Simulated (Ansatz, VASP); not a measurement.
Ge: VASP beside Ansatz

```xyz
2
Lattice="-0.0495 2.8441 2.8441 2.8441 -0.0495 2.8441 2.8441 2.8441 -0.0495" Properties=species:S:1:pos:R:3 pbc="T T T"
Ge   -0.0061   -0.0061   -0.0061
Ge    1.4157    1.4157    1.4157
```

Change from the starting cell: epitaxial_111 strain +2.0%.

Alike in both runs: task single point; functional PBE; k mesh 8 × 8 × 8; occupations fermi-dirac, width 0.02 eV; no spin polarisation.

|  | VASP | Ansatz |
| --- | --- | --- |
| version | VASP 6.6.1 | Ansatz 0.2.0 |
| potentials or method | VASP PAW PBE potentials, release 64 (Ge_d) | plane waves, PAW |
| plane-wave cutoff (eV) | 520 | 420 |
| valence electrons in the cell | 28 | 28 |

```csv
,VASP,Ansatz,Ansatz less VASP
pressure (GPa),0.8,0.8,+0.02
"traceless stress, the component that is largest in VASP (GPa)",0.92,0.92,-0.003
rms of the force components (eV/Å),0.017,0.018,+0.0007
```

Atom by atom the forces differ by 0.001 eV/Å (rms over components).
